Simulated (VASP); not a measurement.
Input of a VASP 6.6.1 run:

The input INCAR:

```
PREC = Accurate
ENCUT = 520
EDIFF = 1E-6
ISMEAR = -1
SIGMA = 0.02
LREAL = False
LASPH = True
NELM = 60
ALGO = Normal
ISIF = 2
LWAVE = False
LCHARG = False
GGA = PE
NBANDS = 56
```

The input KPOINTS:

```
Automatic mesh
0
Gamma
  6 6 6
```

POSCAR

```
HfO2
1.0
    5.2936098670      0.0000000000      0.0000000000
    0.0000000000      5.0690820743      0.0000000000
    0.0000000000      0.0000000000      5.1010768747
Hf O
4 8
Direct
    0.0325922800      0.2662966152      0.2400087158
    0.4674077200      0.2662966152      0.7400087158
    0.5325922800      0.7337033848      0.2400087158
    0.9674077200      0.7337033848      0.7400087158
    0.3654176024      0.0676246684      0.3831519701
    0.1345823976      0.0676246684      0.8831519701
    0.7292244612      0.4627859526      0.4898393140
    0.7707755388      0.4627859526      0.9898393140
    0.2707755388      0.5372140474      0.9898393140
    0.2292244612      0.5372140474      0.4898393140
    0.8654176024      0.9323753316      0.3831519701
    0.6345823976      0.9323753316      0.8831519701
```

Potentials or basis: VASP PAW PBE potentials, release 64 (Hf_pv, O).

Command:

```bash
$ cat potpaw_PBE.64/Hf_pv/POTCAR potpaw_PBE.64/O/POTCAR > POTCAR
$ mpirun -np 1 vasp_std > vasp.out
```

Estimate the largest force.

0.059 eV/Å.

Estimate the band gap on the k mesh.

4.33 eV (least direct gap 4.57 eV).

Estimate the pressure.

-3.1 GPa.

Forces in eV/Å, atoms in the order of the input:
```
Hf   0.046 -0.005 -0.036
Hf  -0.046 -0.005 -0.036
Hf   0.046  0.005 -0.036
Hf  -0.046  0.005 -0.036
O   -0.015 -0.010  0.014
O    0.015 -0.010  0.014
O   -0.022  0.037  0.023
O    0.022  0.037  0.023
O    0.022 -0.037  0.023
O   -0.022 -0.037  0.023
O   -0.015  0.010  0.014
O    0.015  0.010  0.014
```

Caveat: the cell stands under tension; spin-orbit coupling is left out, which moves the levels of the heavy elements. A k mesh can miss the band edges.
